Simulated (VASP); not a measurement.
A run of VASP 6.6.1 is set up as follows.

INCAR

```
SYSTEM = BaTaH5
PREC     = Accurate       ! precision mode
ENCUT    = 600            ! plane-wave cutoff, eV
EDIFF    = 1E-6           ! SCF threshold, eV
ISMEAR   = 0              ! smearing method
SIGMA    = 0.1            ! smearing width, eV
LREAL    = .FALSE.        ! projectors in reciprocal space
LASPH    = .TRUE.         ! aspherical terms in the spheres
NELM     = 100            ! most SCF steps
ALGO     = Normal         ! electronic algorithm
ISIF     = 3              ! what is computed and relaxed
LWAVE    = .FALSE.        ! write WAVECAR
LCHARG   = .FALSE.        ! write CHGCAR
GGA      = PE             ! functional
IBRION   = 2              ! ionic algorithm
NSW      = 90             ! ionic steps
EDIFFG   = -0.04          ! ionic threshold
```

Contents of KPOINTS:

```
regular mesh
0
G
  6 6 4
  0 0 0
```

Contents of POSCAR:

```
BaTaH5
1.0
    3.3697348577      0.0000000000      0.0000000000
    0.0000000000      3.3697348577      0.0000000000
    0.0000000000      0.0000000000      6.9220690857
Ba Ta H
1 1 5
Direct
    0.0000000000      0.0000000000      0.0000000000
    0.0000000000      0.0000000000      0.5000000000
    0.5000000000      0.5000000000      0.0000000000
    0.5000000000      0.0000000000      0.6588910455
    0.0000000000      0.5000000000      0.6588910455
    0.5000000000      0.0000000000      0.3411089545
    0.0000000000      0.5000000000      0.3411089545
```

Potentials or basis: VASP PAW PBE potentials, release 64 (Ba_sv, Ta_pv, H).

Launch:

```bash
$ cat potpaw_PBE.64/Ba_sv/POTCAR potpaw_PBE.64/Ta_pv/POTCAR potpaw_PBE.64/H/POTCAR > POTCAR
$ mpirun -np 1 vasp_std > vasp.out
```

Q: What does it give for the relaxed volume?

A: 11.36 Å³/atom.

Q: What does it give for the space group after relaxing (to 0.05 Å)?

A: P4/mmm (No. 123).

Q: Estimate the band gap on the k mesh.

A: Zero (band 13 reaches 3.15 eV, above the bottom of band 14 at 2.02 eV).

Forces in eV/Å, atoms in the order of the input:
```
Ba   0.000  0.000  0.000
Ta   0.000  0.000  0.000
H    0.000  0.000  0.000
H    0.000  0.000 -0.038
H    0.000  0.000 -0.038
H    0.000  0.000  0.038
H    0.000  0.000  0.038
```

Caveat: spin-orbit coupling is left out, which moves the levels of the heavy elements.
